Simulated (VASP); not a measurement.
# Mn (Fm-3m) in VASP: single point with PBE

Aim: the single point of Mn with PBE.

Everything below comes from runs of VASP 6.6.1. Logs are shortened: lines on timing, memory, paths and dates and some standing lists are left out, and cuts for length are marked.

### 1 The cell of the first run

Symmetry: Fm-3m, No. 225, cubic system. The conventional cell has a = 3.583 Å, b = 3.583 Å, c = 3.583 Å, α = 90.00°, β = 90.00°, γ = 90.00°. Mn (site symmetry m-3m) has 12 Mn at 2.53 Å within 3.3 Å.

### 2 Single point, PBE, collinear spin, ferromagnetic start

Contents of INCAR:

```
SYSTEM = Mn
  PREC = Accurate
  ENCUT = 500
  EDIFF = 1E-6
  ISMEAR = -1
  SIGMA = 0.1
  LREAL = .False.
  LASPH = .True.
  NELM = 200
  ALGO = Normal
  ISIF = 2
  LWAVE = .False.
  LCHARG = .False.
  ISPIN = 2
  MAGMOM = 0.31
  LORBIT = 11
  LMAXMIX = 4
  GGA = PE
  NBANDS = 16
  GGA_COMPAT = .False.
```

Contents of KPOINTS:

```
regular mesh
0
Gamma
  8 8 8
  0 0 0
```

Contents of POSCAR:

```
Mn
1.0
    0.0000000000      1.7915000000      1.7915000000
    1.7915000000      0.0000000000      1.7915000000
    1.7915000000      1.7915000000      0.0000000000
Mn
1
Direct
    0.0000000000      0.0000000000      0.0000000000
```

Potentials or basis: VASP PAW PBE potentials, release 64 (Mn_pv).

The run is started by

```
> cat potpaw_PBE.64/Mn_pv/POTCAR > POTCAR
> mpirun -np 1 vasp_std > vasp.out
```

OUTCAR:

```text
SYSTEM = Mn
   PREC = Accurate
   ENCUT = 500
   EDIFF = 1E-6
   ISMEAR = -1
   LREAL = .False.
   LASPH = .True.
   NELM = 200
   ISIF = 2
   ISPIN = 2
   LORBIT = 11
   GGA = PE

 ion  position               nearest neighbor table
   1  0.000  0.000  0.000-

  LATTYP: Found a face centered cubic cell.
 ALAT       =     3.5830000000

  Lattice vectors:

 A1 = (   0.0000000000,   1.7915000000,   1.7915000000)
 A2 = (   1.7915000000,   0.0000000000,   1.7915000000)
 A3 = (   1.7915000000,   1.7915000000,   0.0000000000)

Analysis of symmetry for initial positions (statically):
=====================================================================
 Subroutine PRICEL returns:
 Original cell was already a primitive cell.

 Routine SETGRP: Setting up the symmetry group for a
 face centered cubic supercell.

 Subroutine GETGRP returns: Found 48 space group operations
 (whereof 48 operations were pure point group operations)
 out of a pool of 48 trial point group operations.

The static configuration has the point symmetry O_h .

Analysis of symmetry for dynamics (positions and initial velocities):
=====================================================================
 Subroutine PRICEL returns:
 Original cell was already a primitive cell.

 Routine SETGRP: Setting up the symmetry group for a
 face centered cubic supercell.

 Subroutine GETGRP returns: Found 48 space group operations
 (whereof 48 operations were pure point group operations)
 out of a pool of 48 trial point group operations.

The dynamic configuration has the point symmetry O_h .

Analysis of structural, dynamic, and magnetic symmetry:
=====================================================================
 Subroutine PRICEL returns:
 Original cell was already a primitive cell.

 Routine SETGRP: Setting up the symmetry group for a
 face centered cubic supercell.

 Subroutine GETGRP returns: Found 48 space group operations
 (whereof 48 operations were pure point group operations)
 out of a pool of 48 trial point group operations.

The overall configuration has the point symmetry O_h .

 Subroutine INISYM returns: Found 48 space group operations
 (whereof 48 operations are pure point group operations),
 and found     1 'primitive' translations

----------------------------------------------------------------------------------------

                                     Primitive cell

  volume of cell :      11.4995

  direct lattice vectors                    reciprocal lattice vectors
     0.000000000  1.791500000  1.791500000    -0.279095730  0.279095730  0.279095730
     1.791500000  0.000000000  1.791500000     0.279095730 -0.279095730  0.279095730
     1.791500000  1.791500000  0.000000000     0.279095730  0.279095730 -0.279095730

  length of vectors
     2.533563597  2.533563597  2.533563597     0.483407984  0.483407984  0.483407984

  position of ions in fractional coordinates (direct lattice)
     0.000000000  0.000000000  0.000000000

  ion indices of the primitive-cell ions
   primitive index   ion index
                 1           1

----------------------------------------------------------------------------------------

 KPOINTS: regular mesh

Automatic generation of k-mesh.
 Grid dimensions read from file:
 generate k-points for:    8    8    8

 Generating k-lattice:

  Cartesian coordinates                     Fractional coordinates (reciprocal lattice)
    -0.034886966  0.034886966  0.034886966     0.125000000  0.000000000  0.000000000
     0.034886966 -0.034886966  0.034886966     0.000000000  0.125000000  0.000000000
     0.034886966  0.034886966 -0.034886966     0.000000000  0.000000000  0.125000000

  Length of vectors
     0.060425998  0.060425998  0.060425998

  Shift w.r.t. Gamma in fractional coordinates (k-lattice)
     0.000000000  0.000000000  0.000000000

 Subroutine IBZKPT returns following result:
 ===========================================

 Found     29 irreducible k-points:

 Following reciprocal coordinates:
            Coordinates               Weight
  0.000000  0.000000  0.000000      1.000000
  0.125000  0.000000  0.000000      8.000000
  0.250000  0.000000  0.000000      8.000000
  0.375000  0.000000  0.000000      8.000000
  0.500000  0.000000  0.000000      4.000000
  0.125000  0.125000  0.000000      6.000000
[... 16 lines left out ...]
  0.500000  0.250000  0.125000     48.000000
 -0.375000  0.250000  0.125000     24.000000
 [... further k-points ...]
   k-points           NKPTS =     29   k-points in BZ     NKDIM =     29   number of bands    NBANDS=     16
   number of dos      NEDOS =    301   number of ions     NIONS =      1
   total plane-waves  NPLWV =   5832
   dimension x,y,z NGX =    18 NGY =   18 NGZ =   18
   dimension x,y,z NGXF=    36 NGYF=   36 NGZF=   36
   ions per type =               1
   NGX,Y,Z   is equivalent  to a cutoff of  11.81, 11.81, 11.81 a.u.
   NGXF,Y,Z  is equivalent  to a cutoff of  23.62, 23.62, 23.62 a.u.
 SYSTEM =  Mn
   PREC   = accura    normal or accurate (medium, high low for compatibility)
   ISTART =      0    job   : 0-new  1-cont  2-samecut
   ICHARG =      2    charge: 1-file 2-atom 10-const
   ISPIN  =      2    spin polarized calculation?
   LNONCOLLINEAR =      F non collinear calculations
   LSORBIT =      F    spin-orbit coupling
   LASPH  =      T    aspherical Exc in radial PAW
   ENCUT  =  500.0 eV  36.75 Ry    6.06 a.u.   4.62  4.62  4.62*2*pi/ulx,y,z
   NELM   =    200;   NELMIN=  2; NELMDL= -5     # of ELM steps
   EDIFF  = 0.1E-05   stopping-criterion for ELM
   LREAL  =      F    real-space projection
   EDIFFG = 0.1E-04   stopping-criterion for IOM
   NSW    =      0    number of steps for IOM
   IBRION =     -1    ionic relax: 0-MD 1-quasi-New 2-CG
   NFREE  =      0    steps in history (QN), initial steepest desc. (CG)
   ISIF   =      2    stress and relaxation
   ISYM   =      2    0-nonsym 1-usesym 2-fastsym
   POTIM  = 0.5000    time-step for ionic-motion
   TEBEG  =    0.0;   TEEND  =   0.0 temperature during run
   PSTRESS=    0.0 pullay stress
   NELECT =      13.0000    total number of electrons
   NUPDOWN=      -1.0000    fix difference up-down
   EMIN   =  10.00;   EMAX   =-10.00  energy-range for DOS
   EFERMI =   0.00;   METHOD = LEGACY
   ISMEAR =    -1;   SIGMA  =   0.10  broadening in eV -4-tet -1-fermi 0-gaus
   EFERMI_NEDOS =   21; number of points for ismear=-14 and -15
   IALGO  =     38    algorithm
   IMIX   =      4    mixing-type and parameters
     AMIX     =   0.40;   BMIX     =  1.00
     AMIX_MAG =   1.60;   BMIX_MAG =  1.00
  volume/ion in A,a.u.               =      11.50        77.60
  Fermi-wavevector in a.u.,A,eV,Ry     =   1.705411  3.222760 39.571561  2.908428
  Thomas-Fermi vector in A             =   2.784636
   LORBIT       =     11    0 simple, 1 ext, 2 COOP (PROOUT), +10 PAW based schemes
   GGA     = PE    functional components
   LHFCALC =     F    Hartree Fock is set to
   AEXX    =    0.0000 exact exchange contribution
   IVDW    =     0    specifies the selected vdW correction
   LEPSILON=     F    determine dielectric tensor
   LRPA    =     F    only Hartree local field effects (RPA)
 spin polarized calculation
  energy-cutoff  :      500.00
  volume of cell :       11.50
 maximum number of plane-waves:       303
   NGX =  9   NGY =  9   NGZ =  9

 number of electron      12.9999991 magnetization       0.1157968

 Free energy of the ion-electron system (eV)
  ---------------------------------------------------
  ext. energy  EPLUGINS =         0.00000000
  ---------------------------------------------------
  free energy    TOTEN  =        -8.89995474 eV

  energy without entropy =       -8.84158263  energy(sigma->0) =       -8.87076869

 E-fermi :   9.6026     XC(G=0): -13.6142

 val. band max:        9.5944726953   @ k =   0.1250   0.1250   0.0000
 cond. band min:       9.6896796238   @ k =   0.2500   0.2500   0.0000
 fundamental gap:      0.0952069285
 Fermi energy:         9.6026259057

 spin component 1

 k-point     1 :       0.0000    0.0000    0.0000
  band No.  band energies     occupation
      1     -38.1701      1.00000
      2     -38.1701      1.00000
      3     -38.1701      1.00000
      4       1.5525      1.00000
      5       8.5097      0.99998
      6       8.5097      0.99998
[... 8 lines left out ...]
     15      40.5980      0.00000
     16      40.5980      0.00000

 k-point     2 :       0.1250    0.0000    0.0000
  band No.  band energies     occupation
      1     -38.2611      1.00000
      2     -38.1821      1.00000
      3     -38.1821      1.00000
      4       2.1648      1.00000
      5       8.2795      1.00000
      6       8.6722      0.99991
[... 8 lines left out ...]
     15      40.8231      0.00000
     16      40.8231      0.00000

 k-point     3 :       0.2500    0.0000    0.0000
  band No.  band energies     occupation
      1     -38.4770      1.00000
      2     -38.2107      1.00000
      3     -38.2107      1.00000
      4       3.7407      1.00000
      5       7.9602      1.00000
      6       8.7558      0.99979
[... 8 lines left out ...]
     15      39.6993      0.00000
     16      40.1455      0.00000

 k-point     4 :       0.3750    0.0000    0.0000
  band No.  band energies     occupation
      1     -38.6887      1.00000
      2     -38.2391      1.00000
      3     -38.2391      1.00000
      4       5.0899      1.00000
      5       8.5113      0.99998
      6       8.5113      0.99998
[... 8 lines left out ...]
     15      37.9108      0.00000
     16      40.6028      0.00000
[... 324 lines left out ...]
 k-point    22 :       0.3750    0.2500    0.1250
  band No.  band energies     occupation
      1     -38.5290      1.00000
      2     -38.3210      1.00000
      3     -38.2477      1.00000
      4       4.9350      1.00000
      5       7.2959      1.00000
      6       8.3798      1.00000
[... 8 lines left out ...]
     15      40.6250      0.00000
     16      42.4467      0.00000

 k-point    23 :       0.5000    0.2500    0.1250
  band No.  band energies     occupation
      1     -38.6422      1.00000
      2     -38.3873      1.00000
      3     -38.2821      1.00000
      4       6.1246      1.00000
      5       7.3248      1.00000
      6       7.9348      1.00000
[... 8 lines left out ...]
     15      40.8530      0.00000
     16      44.2594      0.00000

 k-point    24 :      -0.3750    0.2500    0.1250
  band No.  band energies     occupation
      1     -38.6908      1.00000
      2     -38.4081      1.00000
      3     -38.3008      1.00000
      4       6.3924      1.00000
      5       7.2142      1.00000
      6       8.2526      1.00000
[... 8 lines left out ...]
     15      41.0328      0.00000
     16      44.7781      0.00000

 [... further k-points ...]

 spin component 2

 k-point     1 :       0.0000    0.0000    0.0000
  band No.  band energies     occupation
      1     -38.0434      1.00000
      2     -38.0434      1.00000
      3     -38.0434      1.00000
      4       1.5749      1.00000
      5       8.5776      0.99996
      6       8.5776      0.99996
[... 8 lines left out ...]
     15      40.6261      0.00000
     16      40.6261      0.00000

 k-point     2 :       0.1250    0.0000    0.0000
  band No.  band energies     occupation
      1     -38.1347      1.00000
      2     -38.0554      1.00000
      3     -38.0554      1.00000
      4       2.1874      1.00000
      5       8.3450      1.00000
      6       8.7427      0.99982
[... 8 lines left out ...]
     15      40.8499      0.00000
     16      40.8499      0.00000

 k-point     3 :       0.2500    0.0000    0.0000
  band No.  band energies     occupation
      1     -38.3517      1.00000
      2     -38.0841      1.00000
      3     -38.0841      1.00000
      4       3.7656      1.00000
      5       8.0180      1.00000
      6       8.8557      0.99943
[... 8 lines left out ...]
     15      39.7331      0.00000
     16      40.1866      0.00000

 k-point     4 :       0.3750    0.0000    0.0000
  band No.  band energies     occupation
      1     -38.5643      1.00000
      2     -38.1126      1.00000
      3     -38.1126      1.00000
      4       5.1276      1.00000
      5       8.6336      0.99994
      6       8.6337      0.99994
[... 8 lines left out ...]
     15      37.9558      0.00000
     16      40.7657      0.00000
[... 324 lines left out ...]
 k-point    22 :       0.3750    0.2500    0.1250
  band No.  band energies     occupation
      1     -38.4039      1.00000
      2     -38.1949      1.00000
      3     -38.1212      1.00000
      4       4.9698      1.00000
      5       7.3543      1.00000
      6       8.5015      0.99998
[... 8 lines left out ...]
     15      40.7613      0.00000
     16      42.5365      0.00000

 k-point    23 :       0.5000    0.2500    0.1250
  band No.  band energies     occupation
      1     -38.5177      1.00000
      2     -38.2615      1.00000
      3     -38.1558      1.00000
      4       6.1774      1.00000
      5       7.4058      1.00000
      6       8.0231      1.00000
[... 8 lines left out ...]
     15      41.0289      0.00000
     16      44.2978      0.00000

 k-point    24 :      -0.3750    0.2500    0.1250
  band No.  band energies     occupation
      1     -38.5664      1.00000
      2     -38.2824      1.00000
      3     -38.1746      1.00000
      4       6.4416      1.00000
      5       7.3387      1.00000
      6       8.3068      1.00000
[... 8 lines left out ...]
     15      41.2079      0.00000
     16      44.8046      0.00000

 [... further k-points ...]
[... 5 lines left out ...]
  --------------------------------------------------------------------------------------
  -------------------------------------------------------------------------------------
  Total       -1.1556889     -1.1556889     -1.1556889     -0.0000000     -0.0000000      0.0000000
  in kB     -161.0167647   -161.0167647   -161.0167647     -0.0000000     -0.0000000      0.0000000
  external PRESSURE =    -161.0167647 kB  Pullay stress =       0.0000000 kB

 VOLUME and BASIS-vectors are now :
 -----------------------------------------------------------------------------
  energy-cutoff  :      500.00
  volume of cell :       11.50
      direct lattice vectors                 reciprocal lattice vectors
     0.000000000  1.791500000  1.791500000    -0.279095730  0.279095730  0.279095730
     1.791500000  0.000000000  1.791500000     0.279095730 -0.279095730  0.279095730
     1.791500000  1.791500000  0.000000000     0.279095730  0.279095730 -0.279095730

 POSITION                                       TOTAL-FORCE (eV/Angst)
 -----------------------------------------------------------------------------------
      0.00000      0.00000      0.00000         0.000000      0.000000      0.000000
 -----------------------------------------------------------------------------------
    total drift:                                0.000000     -0.000000     -0.000000

  FREE ENERGIE OF THE ION-ELECTRON SYSTEM (eV)
  ---------------------------------------------------
  free  energy   TOTEN  =        -8.8999547430 eV

  energy  without entropy=       -8.8415826280  energy(sigma->0) =       -8.87076869

 total charge

# of ion       s       p       d       tot
------------------------------------------
    1        0.401   6.358   5.097  11.855

 magnetization (x)

# of ion       s       p       d       tot
------------------------------------------
    1       -0.000  -0.000   0.116   0.115
```

Run time: 9.2 s. Hardware: 1 thread of Intel Xeon 6975P-C, shared host; peak memory 0.12 GiB.

Results:

```
Free energy                                           : -8.9000 eV
Pressure                                              : -16.1 GPa
Net moment                                            : 0.12 μB per cell
Site moments                                          : Mn +0.12 μB
Valence electrons inside the program's atomic spheres : Mn 11.86
```

Caveat: the k points lie up to 0.38 Å⁻¹ apart.
